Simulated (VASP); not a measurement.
# Pb8N in VASP: relaxation of the atoms with LDA

Aim: the relaxation of the atoms of Pb8N with LDA.

Program: VASP 6.6.1. These are calculated values, not measurements. Logs are shortened: lines on timing, memory, paths and dates and some standing lists are left out, and cuts for length are marked.

### 1 The cell of the first run

The cell holds a slab with vacuum, 9 atoms: a = 6.904 Å, b = 6.904 Å, c = 18.059 Å, α = 90.00°, β = 90.00°, γ = 120.00°.

### 2 Relaxation of the atoms, LDA

Contents of INCAR:

```
SYSTEM = Pb8N
PREC = Accurate ; ENCUT = 520
EDIFF = 1E-7 ; ISMEAR = 0
SIGMA = 0.1 ; LREAL = .False.
LASPH = .True. ; NELM = 120
ALGO = Normal ; ISIF = 2
LWAVE = .False. ; LCHARG = .False.
LDIPOL = .True. ; IDIPOL = 3
DIPOL = 0.5 0.5 0.304 ; IBRION = 2
NSW = 36 ; EDIFFG = -0.025
GGA_COMPAT = .False. ; NELMIN = 4
NELMDL = -8 ; KPAR = 4
```

Contents of KPOINTS:

```
regular mesh
0
Gamma
  6 6 1
  0 0 0
```

Contents of POSCAR:

```
Pb8N
1.0
    6.9043188960      0.0000000000      0.0000000000
   -3.4521594480      5.9793155597      0.0000000000
    0.0000000000      0.0000000000     18.0587621687
Pb N
8 1
Selective dynamics
Direct
    0.3333333333      0.1666666667      0.2214991240  F F F
    0.3333333333      0.6666666667      0.2214991240  F F F
    0.8333333333      0.1666666667      0.2214991240  F F F
    0.8333333333      0.6666666667      0.2214991240  F F F
    0.1666666667      0.3333333333      0.3631900186  F F F
    0.1666666667      0.8333333333      0.3631900186  F F F
    0.6666666667      0.3333333333      0.3631900186  F F F
    0.6666666667      0.8333333333      0.3631900186  F F F
    0.5000000000      0.5000000000      0.3983942046  F F T
```

Potentials or basis: VASP PAW LDA potentials, release 64 (Pb_d, N).

Launch:

```bash
cat potpaw_LDA.64/Pb_d/POTCAR potpaw_LDA.64/N/POTCAR > POTCAR
mpirun -np 4 vasp_std > vasp.out
```

OUTCAR:

```text
SYSTEM = Pb8N
   PREC = Accurate
   ENCUT = 520
   EDIFF = 1E-7
   ISMEAR = 0
   LREAL = .False.
   LASPH = .True.
   NELM = 120
   ISIF = 2
   IBRION = 2
   NSW = 36
   EDIFFG = -0.025
   NELMIN = 4
   NELMDL = -8

 ion  position               nearest neighbor table
   1  0.333  0.167  0.221-   5 3.24   6 3.24   7 3.24   4 3.45   2 3.45   2 3.45   4 3.45   3 3.45
                             3 3.45
   2  0.333  0.667  0.221-   6 3.24   5 3.24   8 3.24   3 3.45   1 3.45   1 3.45   3 3.45   4 3.45
                             4 3.45
   3  0.833  0.167  0.221-   7 3.24   8 3.24   5 3.24   4 3.45   2 3.45   4 3.45   2 3.45   1 3.45
                             1 3.45
   4  0.833  0.667  0.221-   8 3.24   7 3.24   6 3.24   3 3.45   1 3.45   3 3.45   1 3.45   2 3.45
                             2 3.45
   5  0.167  0.333  0.363-   9 2.09   1 3.24   2 3.24   3 3.24   8 3.45   6 3.45   6 3.45   8 3.45
                             7 3.45   7 3.45
   6  0.167  0.833  0.363-   2 3.24   1 3.24   4 3.24   5 3.45   7 3.45   5 3.45   7 3.45   8 3.45
                             8 3.45
   7  0.667  0.333  0.363-   9 2.09   3 3.24   4 3.24   1 3.24   8 3.45   6 3.45   8 3.45   6 3.45
                             5 3.45   5 3.45
   8  0.667  0.833  0.363-   9 2.09   4 3.24   3 3.24   2 3.24   7 3.45   5 3.45   7 3.45   5 3.45
                             6 3.45   6 3.45
   9  0.500  0.500  0.398-   8 2.09   5 2.09   7 2.09

  LATTYP: Found a hexagonal cell.
 ALAT       =     6.9043188960
 C/A-ratio  =     2.6155747498

  Lattice vectors:

 A1 = (   6.9043188960,   0.0000000000,   0.0000000000)
 A2 = (  -3.4521594480,   5.9793155597,   0.0000000000)
 A3 = (   0.0000000000,   0.0000000000,  18.0587621687)

Analysis of symmetry for initial positions (statically):
=====================================================================
 Subroutine PRICEL returns:
 Original cell was already a primitive cell.

 Routine SETGRP: Setting up the symmetry group for a
 hexagonal supercell.

 Subroutine GETGRP returns: Found  6 space group operations
 (whereof  2 operations were pure point group operations)
 out of a pool of 24 trial point group operations.

The static configuration has the point symmetry C_1h.
 The point group associated with its full space group is C_3v.

Analysis of symmetry for dynamics (positions and initial velocities):
=====================================================================
 Subroutine PRICEL returns:
 Original cell was already a primitive cell.

 Routine SETGRP: Setting up the symmetry group for a
 hexagonal supercell.

 Subroutine GETGRP returns: Found  6 space group operations
 (whereof  2 operations were pure point group operations)
 out of a pool of 24 trial point group operations.

The dynamic configuration has the point symmetry C_1h.
 The point group associated with its full space group is C_3v.

Analysis of constrained symmetry for selective dynamics:
=====================================================================
 Subroutine PRICEL returns:
 Original cell was already a primitive cell.

 Routine SETGRP: Setting up the symmetry group for a
 hexagonal supercell.

 Subroutine GETGRP returns: Found  6 space group operations
 (whereof  2 operations were pure point group operations)
 out of a pool of 24 trial point group operations.

The constrained configuration has the point symmetry C_1h.
 The point group associated with its full space group is C_3v.

 Subroutine INISYM returns: Found  6 space group operations
 (whereof  2 operations are pure point group operations),
 and found     1 'primitive' translations

----------------------------------------------------------------------------------------

                                     Primitive cell

  volume of cell :     745.5217

  direct lattice vectors                    reciprocal lattice vectors
     6.904318896  0.000000000  0.000000000     0.144836879  0.083621611  0.000000000
    -3.452159448  5.979315560  0.000000000     0.000000000  0.167243222  0.000000000
     0.000000000  0.000000000 18.058762169     0.000000000  0.000000000  0.055374781

  length of vectors
     6.904318896  6.904318896 18.058762169     0.167243222  0.167243222  0.055374781

[... 35 lines left out ...]
     0.000000000  0.027873870  0.000000000     0.000000000  0.166666667  0.000000000
     0.000000000  0.000000000  0.055374781     0.000000000  0.000000000  1.000000000

  Length of vectors
     0.027873870  0.027873870  0.055374781

  Shift w.r.t. Gamma in fractional coordinates (k-lattice)
     0.000000000  0.000000000  0.000000000

 Subroutine IBZKPT returns following result:
 ===========================================

 Found      7 irreducible k-points:

 Following reciprocal coordinates:
            Coordinates               Weight
  0.000000  0.000000  0.000000      1.000000
  0.166667  0.000000  0.000000      6.000000
  0.333333  0.000000  0.000000      6.000000
  0.500000 -0.000000  0.000000      3.000000
  0.166667  0.166667  0.000000      6.000000
  0.333333  0.166667  0.000000     12.000000
  0.333333  0.333333  0.000000      2.000000
   k-points           NKPTS =      7   k-points in BZ     NKDIM =      7   number of bands    NBANDS=     70
   number of dos      NEDOS =    301   number of ions     NIONS =      9
   total plane-waves  NPLWV = 408240
   dimension x,y,z NGX =    54 NGY =   54 NGZ =  140
   dimension x,y,z NGXF=   108 NGYF=  108 NGZF=  280
   ions per type =               8   1
   NGX,Y,Z   is equivalent  to a cutoff of  13.00, 13.00, 12.89 a.u.
   NGXF,Y,Z  is equivalent  to a cutoff of  26.00, 26.00, 25.78 a.u.
 SYSTEM =  Pb8N
   PREC   = accura    normal or accurate (medium, high low for compatibility)
   ISTART =      0    job   : 0-new  1-cont  2-samecut
   ICHARG =      2    charge: 1-file 2-atom 10-const
   ISPIN  =      1    spin polarized calculation?
   LNONCOLLINEAR =      F non collinear calculations
   LSORBIT =      F    spin-orbit coupling
   LASPH  =      T    aspherical Exc in radial PAW
   ENCUT  =  520.0 eV  38.22 Ry    6.18 a.u.  12.84 12.84 33.58*2*pi/ulx,y,z
   NELM   =    120;   NELMIN=  4; NELMDL= -8     # of ELM steps
   EDIFF  = 0.1E-06   stopping-criterion for ELM
   LREAL  =      F    real-space projection
   EDIFFG = -.3E-01   stopping-criterion for IOM
   NSW    =     36    number of steps for IOM
   IBRION =      2    ionic relax: 0-MD 1-quasi-New 2-CG
   NFREE  =      1    steps in history (QN), initial steepest desc. (CG)
   ISIF   =      2    stress and relaxation
   ISYM   =      2    0-nonsym 1-usesym 2-fastsym
   POTIM  = 0.5000    time-step for ionic-motion
   TEBEG  =    0.0;   TEEND  =   0.0 temperature during run
   PSTRESS=    0.0 pullay stress
   NELECT =     117.0000    total number of electrons
   NUPDOWN=      -1.0000    fix difference up-down
   EMIN   =  10.00;   EMAX   =-10.00  energy-range for DOS
   EFERMI =   0.00;   METHOD = LEGACY
   ISMEAR =     0;   SIGMA  =   0.10  broadening in eV -4-tet -1-fermi 0-gaus
   EFERMI_NEDOS =   21; number of points for ismear=-14 and -15
   IALGO  =     38    algorithm
   IMIX   =      4    mixing-type and parameters
     AMIX     =   0.40;   BMIX     =  1.00
     AMIX_MAG =   1.60;   BMIX_MAG =  1.00
  volume/ion in A,a.u.               =      82.84       559.00
  Fermi-wavevector in a.u.,A,eV,Ry     =   0.883046  1.668715 10.609419  0.779770
  Thomas-Fermi vector in A             =   2.003759
   LORBIT       =      0    0 simple, 1 ext, 2 COOP (PROOUT), +10 PAW based schemes
   GGA     = CA    functional components
   LHFCALC =     F    Hartree Fock is set to
   AEXX    =    0.0000 exact exchange contribution
   IVDW    =     0    specifies the selected vdW correction
   LEPSILON=     F    determine dielectric tensor
   LRPA    =     F    only Hartree local field effects (RPA)
 conjugate gradient relaxation of ions
 non-spin polarized calculation
 Gauss-broadening in eV      SIGMA  =   0.10
  energy-cutoff  :      520.00
  volume of cell :      745.52
 maximum number of plane-waves:     20127
 NGX is ok and might be reduce to    54
   NGX = 25   NGY = 25   NGZ = 67

 dipolmoment           0.000000      0.000000     -0.003520 electrons x Angstroem

--------------------------------------- Ionic step        1  -------------------------------------------

 number of electron     116.9999979 magnetization

 Free energy of the ion-electron system (eV)
  ---------------------------------------------------
  ext. energy  EPLUGINS =         0.00000000
  ---------------------------------------------------
  free energy    TOTEN  =       -38.65873410 eV

  energy without entropy =      -38.65245301  energy(sigma->0) =      -38.65559356

------------------------ aborting loop because EDIFF is reached ----------------------------------------

  FORCE on cell =-STRESS in cart. coord.  units (eV):
  Direction    XX          YY          ZZ          XY          YZ          ZX
  --------------------------------------------------------------------------------------
  -------------------------------------------------------------------------------------
  Total        3.1762740      3.1762740      6.0961708      0.0000000      0.0000000     -0.0000000
  in kB        6.8260308      6.8260308     13.1010895      0.0000000      0.0000000     -0.0000000
  external PRESSURE =       8.9177170 kB  Pullay stress =       0.0000000 kB
[... 159 lines left out ...]
--------------------------------------- Ionic step        5  -------------------------------------------

 number of electron     116.9999979 magnetization

 dipolmoment           0.000000      0.000000      0.134660 electrons x Angstroem

 Free energy of the ion-electron system (eV)
  ---------------------------------------------------
  ext. energy  EPLUGINS =         0.00000000
  ---------------------------------------------------
  free energy    TOTEN  =       -38.88049908 eV

  energy without entropy =      -38.86734045  energy(sigma->0) =      -38.87391977

 E-fermi :  -0.6806     XC(G=0):  -4.1821

 val. band max:       -0.7241063936   @ k =   0.3333   0.3333   0.0000
 cond. band min:      -0.4654107705   @ k =   0.3333   0.1667   0.0000
 fundamental gap:      0.2586956231
 Fermi energy:        -0.6806463540

 k-point     1 :       0.0000    0.0000    0.0000
  band No.  band energies     occupation
      1     -18.1256      2.00000
      2     -17.9619      2.00000
      3     -17.9619      2.00000
      4     -17.9133      2.00000
      5     -17.9117      2.00000
      6     -17.9117      2.00000
[... 500 lines left out ...]
     69       2.4755      0.00000
     70       2.5155      0.00000

------------------------ aborting loop because EDIFF is reached ----------------------------------------

 vacuum level on the upper side and lower side of the slab       (xc-potential included)         0.183        -0.385

  FORCE on cell =-STRESS in cart. coord.  units (eV):
  Direction    XX          YY          ZZ          XY          YZ          ZX
  --------------------------------------------------------------------------------------
  -------------------------------------------------------------------------------------
  Total       -1.0138913     -1.0138913      5.3563898      0.0000000      0.0000000      0.0000000
  in kB       -2.1789220     -2.1789220     11.5112493      0.0000000      0.0000000      0.0000000
  external PRESSURE =       2.3844685 kB  Pullay stress =       0.0000000 kB
[... 24 lines left out ...]
  FREE ENERGIE OF THE ION-ELECTRON SYSTEM (eV)
  ---------------------------------------------------
  free  energy   TOTEN  =       -38.8804990812 eV

  energy  without entropy=      -38.8673404494  energy(sigma->0) =      -38.87391977

 reached required accuracy - stopping structural energy minimisation

 vacuum level on the upper side and lower side of the slab         4.000         3.406
```

Wall time 22 min (4 MPI ranks of Intel Xeon Platinum 8488C (Sapphire Rapids), shared host); peak memory 0.83 GiB.

Results:

```
Free energy               : -38.8805 eV
Energy gained by relaxing : 24.6 meV/atom
Ionic steps               : 5
Band gap on the k mesh    : zero (an odd number of electrons rules out a gap without spin polarisation)
```

Step by step:
| step | energy change (eV) | largest force on free atoms (eV/Å) | pressure (GPa) |
| --- | --- | --- | --- |
| 1 | 0.0000 | 1.2866 | 0.89 |
| 2 | -0.0741 | 1.0941 | 0.76 |
| 3 | -0.2105 | 0.3309 | 0.37 |
| 4 | -0.2213 | 0.0676 | 0.21 |
| 5 | -0.2218 | 0.0026 | 0.24 |

Final structure:
```
Pb N
1.0
     6.90432    0.00000    0.00000
    -3.45216    5.97932    0.00000
     0.00000    0.00000   18.05876
Pb N
8 1
Direct
  0.33333 0.16667 0.22150
  0.33333 0.66667 0.22150
  0.83333 0.16667 0.22150
  0.83333 0.66667 0.22150
  0.16667 0.33333 0.36319
  0.16667 0.83333 0.36319
  0.66667 0.33333 0.36319
  0.66667 0.83333 0.36319
  0.50000 0.50000 0.41586
```

Levels at points of the mesh, in eV from the Fermi level:
```tsv
k point	band 56	band 57	band 58	band 59	band 60	band 61
(0.00, 0.00, 0.00)	-1.60	-0.99	-0.99	0.54	1.65	1.86
(0.50, 0.00, 0.00)	-0.82	-0.66	-0.16	-0.11	-0.06	0.39
```

Caveat: spin-orbit coupling is left out, which moves the levels of the heavy elements.

The gap in the log of VASP goes by the Fermi energy; the results here count the filled bands.